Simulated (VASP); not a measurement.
# LiBe4: relaxation of cell and atoms with PBE

The system is LiBe4.

```
Li Be
1.0
     0.00000    1.77913    9.42699
     1.30164    0.00000    9.42699
     1.30164    1.77913    0.00000
Li Be
1 4
Direct
  0.00000 0.00000 0.00000
  0.39109 0.39109 0.60891
  0.79772 0.79772 0.20228
  0.20228 0.20228 0.79772
  0.60891 0.60891 0.39109
```

| Quantity | Value |
| --- | --- |
| Program | VASP 6.6.1 |
| Task | relaxation of cell and atoms |
| Functional | PBE |
| Potentials or basis | VASP PAW PBE potentials, release 64 (Li_sv, Be) |
| Cutoff | 600 eV |
| k mesh | 14 × 14 × 14 |
| Occupations | gaussian, width 0.1 eV |
| Spin | no spin polarisation |
| Dipole correction | no |
| Further INCAR settings | ALGO = Normal; EDIFF = 1e-07; IBRION = 2; EDIFFG = -0.01; NSW = 100; ISIF = 3 |

The relaxed volume is 8.77 Å³/atom, the relaxed cell is a = 9.592 Å, b = 9.513 Å, c = 2.212 Å, α = 85.38°, β = 81.33°, γ = 13.29° and the space group after relaxing (to 0.05 Å) is Fmmm (No. 69). The energy gained by relaxing is 1.0 meV/atom and the ionic steps are 7. The pressure after relaxing is 0.1 GPa. The largest force after relaxing is 0.003 eV/Å.

Forces on the atoms (eV/Å):
```
Li   0.000  0.000  0.000
Be   0.000  0.000 -0.003
Be   0.000  0.000 -0.003
Be   0.000  0.000  0.003
Be   0.000  0.000  0.003
```

Stress tensor (GPa, compression positive):
```
0.11 0.00 0.00
0.00 0.03 0.00
0.00 0.00 0.02
```

Step by step:
```csv
step,energy change (eV),largest force (eV/Å),pressure (GPa),volume (Å³)
1,0.0000,0.1292,0.32,43.66
2,-0.0030,0.0834,0.10,43.77
3,-0.0036,0.0492,-0.04,43.85
4,-0.0045,0.0427,-0.04,43.86
5,-0.0049,0.0369,-0.03,43.88
6,-0.0051,0.0141,0.03,43.87
7,-0.0051,0.0033,0.05,43.86
```

Final structure:
```
CELL_PARAMETERS angstrom
0.00000 1.78849 9.42395
1.30120 0.00000 9.42395
1.30120 1.78849 0.00000
ATOMIC_POSITIONS crystal
Li 0.00000 0.00000 0.00000
Be 0.39011 0.39011 0.60989
Be 0.79673 0.79673 0.20327
Be 0.20327 0.20327 0.79673
Be 0.60989 0.60989 0.39011
```

Levels at points of the mesh, in eV from the Fermi level:
```tsv
k point	band 3	band 4	band 5	band 6	band 7	band 8	band 9
(0.00, 0.00, 0.00)	-9.34	-7.43	-4.66	-4.01	3.95	4.66	12.47
(0.50, 0.00, 0.00)	-4.69	-3.69	-3.64	-0.97	1.51	2.08	3.35
(0.50, 0.50, 0.00)	-9.36	-7.31	-5.25	-3.35	2.44	8.11	8.34
(0.50, 0.00, 0.50)	-1.99	-0.18	1.43	2.29	3.26	3.59	4.30
(0.00, 0.50, 0.50)	-2.17	0.40	1.42	2.05	2.31	3.58	4.27
```

Wall time 35 min on 1 thread of Intel(R) Xeon(R) Platinum 8375C CPU @ 2.90GHz (Ice Lake) (shared host), peak memory 0.5 GiB.

Caveat: the cutoff is under 1.25 times the usual one of these potentials, so pressure, stress and relaxed cells hold a basis-set (Pulay) error.
